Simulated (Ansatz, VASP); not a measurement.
## BaZrO3: VASP beside Ansatz

```
CELL_PARAMETERS angstrom
4.18150 0.00000 0.00000
0.00000 4.18150 0.00000
0.00000 0.00000 4.18150
ATOMIC_POSITIONS crystal
Ba 0.50000 0.52537 0.52537
Zr 0.00000 0.00000 0.00000
O 0.50000 0.00000 0.00000
O 0.00000 0.50000 0.00000
O 0.00000 0.00000 0.50000
```

Change from the starting cell: all Ba atoms moved -0.150 Å, as atom 1 towards its neighbour atom 3 (O) at 2.957 Å.

Alike in both runs: task single point; functional PBE; k mesh 6 × 6 × 6; occupations gaussian, width 0.05 eV; no spin polarisation.

```csv
,VASP,Ansatz
version,VASP 6.6.1,Ansatz 0.2.0
potentials or method,"VASP PAW PBE potentials, release 64 (Ba_sv, Zr_sv, O_h), cutoff 1340 eV","scalar-relativistic, plane waves, PAW"
valence electrons in the cell,40,40
```

Ansatz gave:

* gap on the k mesh at the Fermi level (eV): 3.23
* least direct gap on the mesh (eV): 3.42
* pressure (GPa): 5.7
* traceless stress, the component that is largest in VASP (GPa): 0.44
* rms of the force components (eV/Å): 0.207

What did VASP give for the same quantities?

gap on the k mesh at the Fermi level (eV): 3.19; least direct gap on the mesh (eV): 3.40; pressure (GPa): 6.6; traceless stress, the component that is largest in VASP (GPa): 0.47; rms of the force components (eV/Å): 0.220.

Atom by atom the forces differ by 0.021 eV/Å (rms over components). The functional is the same, so the differences come from potentials, cutoffs and numerics.

Spin-orbit coupling is off throughout.
